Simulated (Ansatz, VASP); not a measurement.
## One calculation of HfC, two programs

Contents of INCAR:

```
SYSTEM = HfC
PREC = Accurate
ENCUT = 600
EDIFF = 1E-6
ISMEAR = 0
SIGMA = 0.05
LREAL = .FALSE.
LASPH = .TRUE.
NELM = 120
ALGO = Normal
ISIF = 2
LWAVE = .FALSE.
LCHARG = .TRUE.
GGA = PE
LELF = .TRUE.
LVHAR = .TRUE.
NBANDS = 14
GGA_COMPAT = .FALSE.
```

KPOINTS

```
Automatic mesh
0
G
  8 8 8
  0 0 0
```

POSCAR

```
HfC
1.0
    0.0000000000      2.3250013489      2.3250013489
    2.3250013489      0.0000000000      2.3250013489
    2.3250013489      2.3250013489      0.0000000000
Hf C
1 1
Direct
    0.5000000000      0.5000000000      0.5000000000
    0.0000000000      0.0000000000      0.0000000000
```

Input for Ansatz:

```yaml
crystal:
  lattice:
    - [0.0, 2.3250013489, 2.3250013489]
    - [2.3250013489, 0.0, 2.3250013489]
    - [2.3250013489, 2.3250013489, 0.0]
  atoms:
    - { symbol: Hf, position: [0.5, 0.5, 0.5] }
    - { symbol: C, position: [0.0, 0.0, 0.0] }
basis:
  ecutwfc: 420
  ecutrho_ratio: 4
  xc_grid: 4
kpoints:
  mp_grid: { grid: [8, 8, 8] }
hamiltonian:
  xc: pbe
scf:
  occupations: { method: gaussian, width: 0.05 }
output:
  forces: true
  stress: true
  write_density: true
  write_potential: true
  elf: true
  volumetric_format: npy
```

Alike in both runs: task single point; functional PBE; k mesh 8 × 8 × 8; occupations gaussian, width 0.05 eV; no spin polarisation.

|  | VASP | Ansatz |
| --- | --- | --- |
| version | VASP 6.6.1 | Ansatz 0.2.0 |
| potentials or method | VASP PAW PBE potentials, release 64 (Hf_pv, C), cutoff 600 eV | scalar-relativistic, plane waves, PAW |
| valence electrons in the cell | 14 | 30 |

VASP gave:

```
gap on the k mesh at the Fermi level (eV) : none
pressure (GPa)                            : -0.5
```

Which values does Ansatz return?

gap on the k mesh at the Fermi level (eV): none; pressure (GPa): 0.3.

A gap of «none» marks a metal or a gap that the smearing closes. With one functional, cell and mesh, what is left measures potentials, basis and numerics. VASP's potentials hold 14 valence electrons a cell and Ansatz's 30, so a difference there can come from the potentials and not from the codes.

Neither program's run includes spin-orbit coupling.
